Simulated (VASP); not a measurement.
Here is a VASP 6.6.1 calculation.

Contents of INCAR:

```
PREC     = Accurate       # precision mode
ENCUT    = 520            # plane-wave cutoff, eV
EDIFF    = 1E-6           # SCF threshold, eV
ISMEAR   = 0              # smearing method
SIGMA    = 0.1            # smearing width, eV
LREAL    = False          # projectors in reciprocal space
LASPH    = True           # aspherical terms in the spheres
NELM     = 100            # most SCF steps
ALGO     = Normal         # electronic algorithm
ISIF     = 2              # what is computed and relaxed
LWAVE    = False          # write WAVECAR
LCHARG   = False          # write CHGCAR
GGA      = PE             # functional
NBANDS   = 16             # bands
```

Contents of KPOINTS:

```
regular mesh
0
Gamma
  6 6 4
```

Contents of POSCAR:

```
CsH5
1.0
    5.1564821300      0.0000000000      0.0000000000
   -2.5782410700      4.4656445200      0.0000000000
    0.0000000000      0.0000000000      4.0977420500
Cs H
1 5
Direct
    0.0000000000      0.0000000000      0.0000000000
    0.5000000000      0.0000000000      0.5000000000
    0.5000000000      0.5000000000      0.5000000000
    0.0000000000      0.5000000000      0.5000000000
    0.3333333300      0.6666666700      0.1035658400
    0.6666666700      0.3333333300      0.8964341600
```

Potentials or basis: VASP PAW PBE potentials, release 64 (Cs_sv, H).

The run is started by

```console
$ cat potpaw_PBE.64/Cs_sv/POTCAR potpaw_PBE.64/H/POTCAR > POTCAR
$ mpirun -np 1 vasp_std > vasp.out
```

Question: Estimate the largest force.

Answer: 0.810 eV/Å.

Question: Estimate the pressure.

Answer: -4.1 GPa.

Stress tensor (GPa, compression positive):
```
-2.04  0.00  0.00
 0.00 -2.04  0.00
 0.00  0.00 -8.09
```

Caveat: the k points lie up to 0.38 Å⁻¹ apart, too coarse for converged energies and pressures of a metal.
